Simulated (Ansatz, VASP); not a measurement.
**TiO2: VASP beside Ansatz**

Contents of INCAR:

```
SYSTEM = TiO2
  PREC = Accurate
  ENCUT = 520
  EDIFF = 1E-6
  ISMEAR = -1
  SIGMA = 0.05
  LREAL = .FALSE.
  LASPH = .TRUE.
  NELM = 80
  ALGO = Normal
  ISIF = 2
  LWAVE = .FALSE.
  LCHARG = .FALSE.
  GGA = RP
  NBANDS = 46
```

Contents of KPOINTS:

```
regular mesh
0
G
  9 6 4
  0 0 0
```

The input POSCAR:

```
TiO2
1.0
    2.9682645463      0.0000000000      0.0000000000
    0.0002080834      4.7076067549      0.0000000000
    1.4835696211      0.2423534620      7.0834647979
Ti O
3 6
Direct
    0.0033718700      0.0003888100      0.0007031900
    0.3446402100      0.4802596500      0.3169598700
    0.6617081400      0.5204743600      0.6844963600
    0.4400381600      0.1854376900      0.1285388000
    0.7779263400      0.2977287500      0.4518780700
    0.1012362400      0.3089534200      0.8062432200
    0.9064972100      0.6918369900      0.1951715700
    0.2294071500      0.7030072800      0.5495147300
    0.5680256700      0.8153000600      0.8728271800
```

input.yaml

```yaml
crystal:
  lattice:
    - [2.9682645463, 0.0, 0.0]
    - [0.0002080834, 4.7076067549, 0.0]
    - [1.4835696211, 0.242353462, 7.0834647979]
  atoms:
    - { symbol: Ti, position: [0.00337187, 0.00038881, 0.00070319] }
    - { symbol: Ti, position: [0.34464021, 0.48025965, 0.31695987] }
    - { symbol: Ti, position: [0.66170814, 0.52047436, 0.68449636] }
    - { symbol: O, position: [0.44003816, 0.18543769, 0.1285388] }
    - { symbol: O, position: [0.77792634, 0.29772875, 0.45187807] }
    - { symbol: O, position: [0.10123624, 0.30895342, 0.80624322] }
    - { symbol: O, position: [0.90649721, 0.69183699, 0.19517157] }
    - { symbol: O, position: [0.22940715, 0.70300728, 0.54951473] }
    - { symbol: O, position: [0.56802567, 0.81530006, 0.87282718] }
hamiltonian:
  xc: rpbe
  pseudopotentials: { kind: paw }
kpoints:
  mp_grid: { grid: [9, 6, 4] }
  band_path:
    path:
      - [[0.0, 0.0, 0.5], [0.0, 0.0, 0.0], [0.0, 0.5, 0.0]]
      - [[0.0, 0.5, 0.5], [0.0, 0.0, 0.0], [-0.5, -0.5, -0.5]]
      - [[-0.5, -0.5, 0.0], [0.0, 0.0, 0.0], [-0.5, 0.0, -0.5]]
      - [[-0.5, 0.0, 0.0], [0.0, 0.0, 0.0]]
    npoints: 10
scf:
  occupations: { method: fermi_dirac, width: 0.05 }
  n_extra_bands: 22
output:
  forces: true
  stress: true
  eigenvalues: true
  fatbands: false
```

Alike in both runs: functional RPBE; k mesh 9 × 6 × 4; occupations fermi-dirac, width 0.05 eV; no spin polarisation.

|  | VASP | Ansatz |
| --- | --- | --- |
| version | VASP 6.6.1 | Ansatz 0.2.0 |
| potentials or method | VASP PAW PBE potentials, release 64 (Ti_sv, O) | Ansatz PAW |
| plane-wave cutoff (eV) | 520 | 420 |
| valence electrons in the cell | 72 | 72 |
| task | single point | band structure |

VASP gave:

| Item | Value |
| --- | --- |
| gap on the k mesh at the Fermi level (eV) | 2.27 |
| least direct gap on the mesh (eV) | 2.33 |
| pressure (GPa) | 9.1 |
| traceless stress, the component that is largest in VASP (GPa) | 0.15 |
| rms of the force components (eV/Å) | 0.108 |

Estimate Ansatz's values.

gap on the k mesh at the Fermi level (eV): 2.30; least direct gap on the mesh (eV): 2.36; pressure (GPa): 8.4; traceless stress, the component that is largest in VASP (GPa): -0.01; rms of the force components (eV/Å): 0.092.

VASP's potentials were made for PBE, not for RPBE. Atom by atom the forces differ by 0.020 eV/Å (rms over components).
